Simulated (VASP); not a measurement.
# Pb (Fm-3m) in VASP: a series of runs

The runs below take Pb through single point, with BLYP+D3(BJ), LDA.

Program: VASP 6.6.1. These are calculated values, not measurements. Logs are shortened: lines on timing, memory, paths and dates and some standing lists are left out, and cuts for length are marked.

**1. The cell of the first run**

The structure is cubic, space group Fm-3m (No. 225). The conventional cell has a = 4.883 Å, b = 4.883 Å, c = 4.883 Å, α = 90.00°, β = 90.00°, γ = 90.00°. Pb (site symmetry m-3m) has 12 Pb at 3.45 Å within 4.5 Å.

**2. Single point, BLYP+D3(BJ)**

Contents of INCAR:

```
  AGGAC = 1.0
  AGGAX = 1.0
  ALDAC = 0.0
  ALDAX = 1.0
  ALGO = Normal
  EDIFF = 1E-7
  ENCUT = 520
  GGA = B5
  ISIF = 2
  ISMEAR = -1
  IVDW = 12
  LASPH = T
  LCHARG = F
  LREAL = F
  LWAVE = F
  NBANDS = 13
  NELM = 80
  PREC = Accurate
  SIGMA = 0.05
  VDW_A1 = 0.4298
  VDW_A2 = 4.2359
  VDW_S6 = 1.0
  VDW_S8 = 2.6996
```

Contents of KPOINTS:

```
k-points
0
Gamma
  9 9 9
```

Contents of POSCAR:

```
Pb
1.0
    0.0000000000      2.4415696833      2.4415696833
    2.4415696833      0.0000000000      2.4415696833
    2.4415696833      2.4415696833      0.0000000000
Pb
1
Direct
    0.0000000000      0.0000000000      0.0000000000
```

Potentials or basis: VASP PAW PBE potentials, release 64 (Pb_d).

Launch:

```bash
cat potpaw_PBE.64/Pb_d/POTCAR > POTCAR
mpirun -np 1 vasp_std > vasp.out
```

OUTCAR:

```text
EDIFF = 1E-7
   ENCUT = 520
   GGA = B5
   ISIF = 2
   ISMEAR = -1
   IVDW = 12
   LASPH = T
   LREAL = F
   NELM = 80
   PREC = Accurate
 IVDW          = 12

 ion  position               nearest neighbor table
   1  0.000  0.000  0.000-

  LATTYP: Found a face centered cubic cell.
 ALAT       =     4.8831393666

  Lattice vectors:

 A1 = (   0.0000000000,   2.4415696833,   2.4415696833)
 A2 = (   2.4415696833,   0.0000000000,   2.4415696833)
 A3 = (   2.4415696833,   2.4415696833,   0.0000000000)

Analysis of symmetry for initial positions (statically):
[... 5 lines left out ...]
 face centered cubic supercell.

 Subroutine GETGRP returns: Found 48 space group operations
 (whereof 48 operations were pure point group operations)
 out of a pool of 48 trial point group operations.

The static configuration has the point symmetry O_h .

Analysis of symmetry for dynamics (positions and initial velocities):
[... 5 lines left out ...]
 face centered cubic supercell.

 Subroutine GETGRP returns: Found 48 space group operations
 (whereof 48 operations were pure point group operations)
 out of a pool of 48 trial point group operations.

The dynamic configuration has the point symmetry O_h .

 Subroutine INISYM returns: Found 48 space group operations
 (whereof 48 operations are pure point group operations),
 and found     1 'primitive' translations

----------------------------------------------------------------------------------------

                                     Primitive cell

  volume of cell :      29.1097

  direct lattice vectors                    reciprocal lattice vectors
     0.000000000  2.441569683  2.441569683    -0.204786291  0.204786291  0.204786291
     2.441569683  0.000000000  2.441569683     0.204786291 -0.204786291  0.204786291
     2.441569683  2.441569683  0.000000000     0.204786291  0.204786291 -0.204786291

  length of vectors
     3.452900960  3.452900960  3.452900960     0.354700261  0.354700261  0.354700261

  position of ions in fractional coordinates (direct lattice)
     0.000000000  0.000000000  0.000000000

  ion indices of the primitive-cell ions
   primitive index   ion index
                 1           1

----------------------------------------------------------------------------------------

 KPOINTS: k-points

Automatic generation of k-mesh.
 Grid dimensions read from file:
 generate k-points for:    9    9    9

 Generating k-lattice:

  Cartesian coordinates                     Fractional coordinates (reciprocal lattice)
    -0.022754032  0.022754032  0.022754032     0.111111111  0.000000000  0.000000000
     0.022754032 -0.022754032  0.022754032     0.000000000  0.111111111  0.000000000
     0.022754032  0.022754032 -0.022754032     0.000000000  0.000000000  0.111111111

  Length of vectors
     0.039411140  0.039411140  0.039411140

  Shift w.r.t. Gamma in fractional coordinates (k-lattice)
     0.000000000  0.000000000  0.000000000

 Subroutine IBZKPT returns following result:
 ===========================================

 Found     35 irreducible k-points:

 Following reciprocal coordinates:
            Coordinates               Weight
  0.000000  0.000000  0.000000      1.000000
  0.111111  0.000000  0.000000      8.000000
  0.222222  0.000000  0.000000      8.000000
  0.333333  0.000000  0.000000      8.000000
  0.444444  0.000000  0.000000      8.000000
  0.111111  0.111111  0.000000      6.000000
[... 16 lines left out ...]
 -0.333333  0.333333  0.000000     12.000000
  0.444444  0.444444  0.000000      6.000000
 [... further k-points ...]
   k-points           NKPTS =     35   k-points in BZ     NKDIM =     35   number of bands    NBANDS=     13
   number of dos      NEDOS =    301   number of ions     NIONS =      1
   total plane-waves  NPLWV =  21952
   dimension x,y,z NGX =    28 NGY =   28 NGZ =   28
   dimension x,y,z NGXF=    56 NGYF=   56 NGZF=   56
   ions per type =               1
   NGX,Y,Z   is equivalent  to a cutoff of  13.48, 13.48, 13.48 a.u.
   NGXF,Y,Z  is equivalent  to a cutoff of  26.96, 26.96, 26.96 a.u.
 SYSTEM =  unknown system
   PREC   = accura    normal or accurate (medium, high low for compatibility)
   ISTART =      0    job   : 0-new  1-cont  2-samecut
   ICHARG =      2    charge: 1-file 2-atom 10-const
   ISPIN  =      1    spin polarized calculation?
   LNONCOLLINEAR =      F non collinear calculations
   LSORBIT =      F    spin-orbit coupling
   LASPH  =      T    aspherical Exc in radial PAW
   ENCUT  =  520.0 eV  38.22 Ry    6.18 a.u.   6.42  6.42  6.42*2*pi/ulx,y,z
   NELM   =     80;   NELMIN=  2; NELMDL= -5     # of ELM steps
   EDIFF  = 0.1E-06   stopping-criterion for ELM
   LREAL  =      F    real-space projection
   EDIFFG = 0.1E-05   stopping-criterion for IOM
   NSW    =      0    number of steps for IOM
   IBRION =     -1    ionic relax: 0-MD 1-quasi-New 2-CG
   NFREE  =      0    steps in history (QN), initial steepest desc. (CG)
   ISIF   =      2    stress and relaxation
   ISYM   =      2    0-nonsym 1-usesym 2-fastsym
   POTIM  = 0.5000    time-step for ionic-motion
   TEBEG  =    0.0;   TEEND  =   0.0 temperature during run
   PSTRESS=    0.0 pullay stress
   NELECT =      14.0000    total number of electrons
   NUPDOWN=      -1.0000    fix difference up-down
   EMIN   =  10.00;   EMAX   =-10.00  energy-range for DOS
   EFERMI =   0.00;   METHOD = LEGACY
   ISMEAR =    -1;   SIGMA  =   0.05  broadening in eV -4-tet -1-fermi 0-gaus
   EFERMI_NEDOS =   21; number of points for ismear=-14 and -15
   IALGO  =     38    algorithm
   IMIX   =      4    mixing-type and parameters
     AMIX     =   0.40;   BMIX     =  1.00
     AMIX_MAG =   1.60;   BMIX_MAG =  1.00
  volume/ion in A,a.u.               =      29.11       196.44
  Fermi-wavevector in a.u.,A,eV,Ry     =   1.282641  2.423840 22.383862  1.645167
  Thomas-Fermi vector in A             =   2.414940
   LORBIT       =      0    0 simple, 1 ext, 2 COOP (PROOUT), +10 PAW based schemes
   GGA     = B5    functional components
   LHFCALC =     F    Hartree Fock is set to
   AEXX    =    0.0000 exact exchange contribution
   IVDW    =    12    specifies the selected vdW correction
   LEPSILON=     F    determine dielectric tensor
   LRPA    =     F    only Hartree local field effects (RPA)
 non-spin polarized calculation
  energy-cutoff  :      520.00
  volume of cell :       29.11
 maximum number of plane-waves:       801
 NGX is ok and might be reduce to    28
   NGX = 13   NGY = 13   NGZ = 13

 number of electron      13.9999999 magnetization

 Free energy of the ion-electron system (eV)
  ---------------------------------------------------
  ext. energy  EPLUGINS =         0.00000000
  ---------------------------------------------------
  free energy    TOTEN  =        -2.75835604 eV

  energy without entropy =       -2.75521525  energy(sigma->0) =       -2.75678564

 E-fermi :   8.1207     XC(G=0):  -9.7874

 val. band max:        7.8977987284   @ k =  -0.3333   0.3333   0.1111
 cond. band min:       8.1231879486   @ k =  -0.2222   0.3333   0.1111
 fundamental gap:      0.2253892202
 Fermi energy:         8.1206581307

 k-point     1 :       0.0000    0.0000    0.0000
  band No.  band energies     occupation
      1      -8.8664      2.00000
      2      -8.8664      2.00000
      3      -8.8664      2.00000
      4      -8.7051      2.00000
      5      -8.7051      2.00000
      6      -3.8159      2.00000
      7      15.8232      0.00000
      8      15.8232      0.00000
      9      15.8232      0.00000
     10      18.3218      0.00000
     11      20.5975      0.00000
     12      21.1771      0.00000
     13      21.1771      0.00000

 k-point     2 :       0.1111    0.0000    0.0000
  band No.  band energies     occupation
      1      -8.8673      2.00000
      2      -8.8477      2.00000
      3      -8.8477      2.00000
      4      -8.7053      2.00000
      5      -8.7053      2.00000
      6      -3.5694      2.00000
      7      13.4878      0.00000
      8      15.5388      0.00000
      9      15.5388      0.00000
     10      17.9858      0.00000
     11      21.3477      0.00000
     12      21.6769      0.00000
     13      21.6769      0.00000

 k-point     3 :       0.2222    0.0000    0.0000
  band No.  band energies     occupation
      1      -8.8743      2.00000
      2      -8.8253      2.00000
      3      -8.8253      2.00000
      4      -8.6798      2.00000
      5      -8.6798      2.00000
      6      -2.8299      2.00000
      7       9.9423      0.00000
      8      14.9207      0.00000
      9      14.9207      0.00000
     10      17.7275      0.00000
     11      20.5669      0.00000
     12      21.2675      0.00000
     13      21.2675      0.00000

 k-point     4 :       0.3333    0.0000    0.0000
  band No.  band energies     occupation
      1      -8.8890      2.00000
      2      -8.8360      2.00000
      3      -8.8360      2.00000
      4      -8.6126      2.00000
      5      -8.6126      2.00000
      6      -1.6392      2.00000
      7       6.7252      2.00000
      8      14.3160      0.00000
      9      14.3160      0.00000
     10      17.6640      0.00000
     11      19.3085      0.00000
     12      20.3903      0.00000
     13      20.3903      0.00000

 k-point     5 :       0.4444    0.0000    0.0000
  band No.  band energies     occupation
      1      -8.9019      2.00000
      2      -8.8513      2.00000
      3      -8.8513      2.00000
      4      -8.5596      2.00000
      5      -8.5596      2.00000
      6      -0.3100      2.00000
      7       4.3574      2.00000
      8      13.9540      0.00000
      9      13.9540      0.00000
     10      17.7995      0.00000
     11      18.5032      0.00000
     12      19.9493      0.00000
     13      19.9493      0.00000

 k-point     6 :       0.1111    0.1111    0.0000
  band No.  band energies     occupation
      1      -8.8885      2.00000
      2      -8.8277      2.00000
      3      -8.8277      2.00000
      4      -8.7287      2.00000
      5      -8.6887      2.00000
      6      -3.4874      2.00000
      7      14.2315      0.00000
      8      14.6282      0.00000
      9      14.6282      0.00000
     10      17.5127      0.00000
     11      20.2070      0.00000
     12      22.5479      0.00000
     13      22.7080      0.00000

 k-point     7 :       0.2222    0.1111    0.0000
  band No.  band energies     occupation
      1      -8.8989      2.00000
      2      -8.8002      2.00000
      3      -8.7930      2.00000
      4      -8.7361      2.00000
      5      -8.6614      2.00000
      6      -2.9123      2.00000
      7      11.1554      0.00000
      8      13.7770      0.00000
      9      14.3499      0.00000
     10      17.6795      0.00000
     11      18.9335      0.00000
     12      22.0060      0.00000
     13      23.0366      0.00000
[... 193 lines left out ...]
 k-point    20 :       0.3333    0.3333    0.0000
  band No.  band energies     occupation
      1      -9.0067      2.00000
      2      -8.8826      2.00000
      3      -8.6064      2.00000
      4      -8.6064      2.00000
      5      -8.5995      2.00000
      6      -0.9108      2.00000
      7       8.2814      0.07730
      8      11.2063      0.00000
      9      11.2063      0.00000
     10      15.0442      0.00000
     11      15.7177      0.00000
     12      26.7068      0.00000
     13      26.8250      0.00000

 k-point    21 :       0.4444    0.3333    0.0000
  band No.  band energies     occupation
      1      -9.0065      2.00000
      2      -8.9017      2.00000
      3      -8.6167      2.00000
      4      -8.5799      2.00000
      5      -8.5422      2.00000
      6       0.1610      2.00000
      7       6.6730      2.00000
      8       9.7155      0.00000
      9      10.8873      0.00000
     10      14.9602      0.00000
     11      16.6852      0.00000
     12      25.5808      0.00000
     13      26.0491      0.00000

 k-point    22 :      -0.4444    0.3333    0.0000
  band No.  band energies     occupation
      1      -8.9715      2.00000
      2      -8.8551      2.00000
      3      -8.6373      2.00000
      4      -8.6152      2.00000
      5      -8.5453      2.00000
      6       1.1233      2.00000
      7       5.7511      2.00000
      8       7.8290      1.99416
      9      11.1485      0.00000
     10      15.1309      0.00000
     11      19.3088      0.00000
     12      24.6926      0.00000
     13      25.0299      0.00000

 k-point    23 :      -0.3333    0.3333    0.0000
  band No.  band energies     occupation
      1      -8.9301      2.00000
      2      -8.7497      2.00000
      3      -8.6965      2.00000
      4      -8.6691      2.00000
      5      -8.5961      2.00000
      6       0.9663      2.00000
      7       6.4394      2.00000
      8       6.6669      2.00000
      9      11.9579      0.00000
     10      15.6117      0.00000
     11      22.4376      0.00000
     12      23.9459      0.00000
     13      24.0895      0.00000

 k-point    24 :       0.4444    0.4444    0.0000
  band No.  band energies     occupation
      1      -9.0473      2.00000
      2      -8.9439      2.00000
      3      -8.5681      2.00000
      4      -8.5247      2.00000
      5      -8.5247      2.00000
      6       0.9816      2.00000
      7       5.4636      2.00000
      8      10.3924      0.00000
      9      10.3924      0.00000
     10      14.2322      0.00000
     11      15.3595      0.00000
     12      26.6955      0.00000
     13      28.7217      0.00000

 [... further k-points ...]

------------------------ aborting loop because EDIFF is reached ----------------------------------------

 Edisp (eV)   -1.04192

 E8    (eV) :    -0.8186

  FORCE on cell =-STRESS in cart. coord.  units (eV):
  Direction    XX          YY          ZZ          XY          YZ          ZX
  --------------------------------------------------------------------------------------
  -------------------------------------------------------------------------------------
  Total       0.51518     0.51518     0.51518     0.00000     0.00000     0.00000
  in kB      28.35524    28.35524    28.35524     0.00000     0.00000     0.00000
  external pressure =       28.36 kB  Pullay stress =        0.00 kB

 VOLUME and BASIS-vectors are now :
 -----------------------------------------------------------------------------
  energy-cutoff  :      520.00
  volume of cell :       29.11
      direct lattice vectors                 reciprocal lattice vectors
     0.000000000  2.441569683  2.441569683    -0.204786291  0.204786291  0.204786291
     2.441569683  0.000000000  2.441569683     0.204786291 -0.204786291  0.204786291
     2.441569683  2.441569683  0.000000000     0.204786291  0.204786291 -0.204786291

 POSITION                                       TOTAL-FORCE (eV/Angst)
 -----------------------------------------------------------------------------------
      0.00000      0.00000      0.00000         0.000000      0.000000      0.000000
 -----------------------------------------------------------------------------------
    total drift:                               -0.000000     -0.000000     -0.000000

  FREE ENERGIE OF THE ION-ELECTRON SYSTEM (eV)
  ---------------------------------------------------
  free  energy   TOTEN  =        -3.8002809604 eV

  energy  without entropy=       -3.7971401687  energy(sigma->0) =       -3.79871056
```

Wall time 13 s (1 thread of Intel Xeon Platinum 8375C at 2.90GHz (Ice Lake), shared host); peak memory 0.16 GiB.

What came out:

* Free energy: -3.8003 eV
* Pressure: 2.8 GPa
* Band gap on the k mesh: zero (band 7 reaches 15.82 eV, above the bottom of band 8 at 6.67 eV)
* Dispersion energy per atom: -1.042 eV

Caveat: the PAW data sets were made with another functional, which shifts forces and pressure a little; spin-orbit coupling is left out, which moves the levels of the heavy elements; pairwise dispersion overbinds metals, which lowers pressure and volume.

(Part 1 of 2 ends here.)
